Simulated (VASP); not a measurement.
# Si62C (a cell with a defect) in VASP: further runs, part 2 of 2

VASP 6.6.1. Earlier steps stand in the parts before.

### Step 3. Single point, PBEsol

INCAR reads:

```
SYSTEM = Si62C
PREC     = Accurate       ! precision mode
ENCUT    = 520            ! plane-wave cutoff, eV
EDIFF    = 1E-7           ! SCF threshold, eV
ISMEAR   = -1             ! smearing method
SIGMA    = 0.02           ! smearing width, eV
LREAL    = Auto         
LASPH    = .True.         ! aspherical terms in the spheres
NELM     = 100            ! most SCF steps
ALGO     = Normal         ! electronic algorithm
ISIF     = 2              ! what is computed and relaxed
LWAVE    = .False.        ! write WAVECAR
LCHARG   = .True.         ! write CHGCAR
GGA      = PS             ! functional
LELF     = .True.         ! ELF
LVHAR    = .True.       
NBANDS   = 163            ! bands
```

KPOINTS reads:

```
regular mesh
0
Gamma
  1 1 1
  0 0 0
```

POSCAR reads:

```
Si62C
1.0
   10.8600000000      0.0000000000      0.0000000000
    0.0000000000     10.8600000000      0.0000000000
    0.0000000000      0.0000000000     10.8600000000
Si C
62 1
Direct
    0.4999360983      0.0021273196      0.0000639017
    0.6285710228      0.1296862304      0.1197543830
    0.7504511855      0.2601379973     -0.0092454241
    0.8746863561      0.3753136439      0.1248943309
    0.7485866093      0.0006594419      0.2506594419
    0.8805345246      0.1236122552      0.3736122552
    0.0003442408     -0.0002219834     -0.0047050025
    0.1268978209      0.1231021791      0.1197383200
    0.2502219834      0.2496557592     -0.0047050025
    0.3741929910      0.3755533078      0.1258070090
    0.5001874662      0.5009090903     -0.0001874662
    0.6231978379      0.6268021621      0.1260143350
    0.7490909097      0.7498125338     -0.0001874662
    0.8744466922      0.8758070090      0.1258070090
    0.2503774775     -0.0003774775      0.2496225225
    0.3802616800      0.1231021791      0.3731021791
    0.5047050025      0.2496557592      0.2497780166
    0.6312414239      0.3751808350      0.3815880697
    0.7496482545      0.5003517455      0.2510695453
    0.8748191650      0.6187585761      0.3815880697
    0.5047050025     -0.0002219834      0.4996557592
    0.6312414239      0.1315880697      0.6251808350
    0.7658272152      0.2517192648      0.5017192648
    0.7496482545      0.0010695453      0.7503517455
    0.8748191650      0.1315880697      0.8687585761
   -0.0101379973      0.4995488145     -0.0092454241
    0.1203137696      0.6214289772      0.1197543830
    0.2478726804      0.7500639017      0.0000639017
    0.3744991521      0.8755008479      0.1255008479
    0.0024481450      0.2475518550      0.2444343357
    0.1263877448      0.3694654754      0.3736122552
    0.2493405581      0.5014133907      0.2506594419
    0.3802456170      0.6214289772      0.3796862304
    0.4999360983      0.7500639017      0.2521273196
    0.6285710228      0.8697543830      0.3796862304
    0.0024481450     -0.0055656643      0.4975518550
    0.1263877448      0.1236122552      0.6194654754
    0.2555656643      0.2475518550      0.4975518550
    0.3751056691      0.3753136439      0.6253136439
    0.5092454241      0.4995488145      0.5101379973
    0.6364440089      0.6135559911      0.6524169603
    0.7504511855      0.7407545759      0.5101379973
    0.8746863561      0.8748943309      0.6253136439
    0.2493405581      0.0006594419      0.7514133907
    0.3802456170      0.1296862304      0.8714289772
    0.5092454241      0.2601379973      0.7495488145
    0.6364440089      0.4024169603      0.8635559911
    0.8475830397      0.6135559911      0.8635559911
    0.0003442408      0.7452949975      0.2497780166
    0.1268978209      0.8697383200      0.3731021791
   -0.0017192648      0.4841727848      0.5017192648
    0.1184119303      0.6187585761      0.6251808350
    0.2502219834      0.7452949975      0.4996557592
    0.3741929910      0.8758070090      0.6255533078
   -0.0017192648      0.2517192648      0.7341727848
    0.1184119303      0.3751808350      0.8687585761
    0.2489304547      0.5003517455      0.7503517455
    0.3739856650      0.6268021621      0.8768021621
    0.5001874662      0.7498125338      0.7509090903
    0.6231978379      0.8760143350      0.8768021621
   -0.0101379973      0.7407545759      0.7495488145
    0.1203137696      0.8697543830      0.8714289772
    0.7121709975      0.5378290025      0.7878290025
```

Potentials or basis: VASP PAW PBE potentials, release 64 (Si, C).

On the command line:

```sh
$ cat potpaw_PBE.64/Si/POTCAR potpaw_PBE.64/C/POTCAR > POTCAR
$ mpirun -np 1 vasp_gam > vasp.out
```

Run time: 11 min. Hardware: 1 thread of AMD EPYC 7R13, shared host; peak memory 1 GiB.

The run converged. Its results:

| Item | Value |
| --- | --- |
| Free energy | -355.2919 eV |
| Pressure | -0.9 GPa |
| Largest force | 0.033 eV/Å |
| Band gap on the k mesh | 0.27 eV |

Forces on the atoms (eV/Å):
```
Si   0.005 -0.009 -0.005
Si   0.001  0.005 -0.002
Si   0.007 -0.016 -0.010
Si  -0.015  0.015  0.000
Si  -0.010  0.006  0.006
Si  -0.003 -0.005 -0.005
Si  -0.010  0.002  0.000
Si   0.000  0.000 -0.005
Si  -0.002  0.010  0.000
Si  -0.004  0.001  0.004
Si  -0.014  0.027  0.014
Si   0.016 -0.016 -0.022
Si  -0.027  0.014  0.014
Si  -0.001  0.004  0.004
Si  -0.012  0.012  0.012
Si   0.005  0.000  0.000
Si   0.000  0.010  0.002
Si  -0.008 -0.013 -0.013
Si  -0.012  0.012  0.017
Si   0.013  0.008 -0.013
Si   0.000  0.002  0.010
Si  -0.008 -0.013 -0.013
Si   0.012  0.021  0.021
Si  -0.012  0.017  0.012
Si   0.013 -0.013  0.008
Si   0.016 -0.007 -0.010
Si  -0.005 -0.001 -0.002
Si   0.009 -0.005 -0.005
Si  -0.001  0.001  0.001
Si   0.001 -0.001 -0.003
Si   0.005  0.003 -0.005
Si  -0.006  0.010  0.006
Si   0.002 -0.001  0.005
Si   0.005 -0.005 -0.009
Si   0.001 -0.002  0.005
Si   0.001 -0.003 -0.001
Si   0.005 -0.005  0.003
Si   0.003 -0.001 -0.001
Si   0.000  0.015  0.015
Si   0.010 -0.007 -0.016
Si  -0.004  0.004 -0.029
Si   0.007 -0.010 -0.016
Si  -0.015  0.000  0.015
Si  -0.006  0.006  0.010
Si   0.002  0.005 -0.001
Si   0.010 -0.016 -0.007
Si  -0.004 -0.029  0.004
Si   0.029  0.004  0.004
Si  -0.010  0.000  0.002
Si   0.000 -0.005  0.000
Si  -0.021 -0.012  0.021
Si   0.013  0.008 -0.013
Si  -0.002  0.000  0.010
Si  -0.004  0.004  0.001
Si  -0.021  0.021 -0.012
Si   0.013 -0.013  0.008
Si  -0.017  0.012  0.012
Si   0.022 -0.016 -0.016
Si  -0.014  0.014  0.027
Si   0.016 -0.022 -0.016
Si   0.016 -0.010 -0.007
Si  -0.005 -0.002 -0.001
C    0.014 -0.014 -0.014
```

Stress tensor (GPa, compression positive):
```
-0.87 -1.05 -1.05
-1.05 -0.87  1.05
-1.05  1.05 -0.87
```

Levels at points of the mesh, in eV from the valence-band top:
```csv
k point,band 123,band 124,band 125,band 126,band 127,band 128,band 129,band 130
"(0.00, 0.00, 0.00)",-0.81,-0.52,-0.52,0.00,0.27,0.27,0.38,0.38
```

Caveat: the k points lie up to 0.58 Å⁻¹ apart; the PAW data sets were made with another functional, which shifts forces and pressure a little.
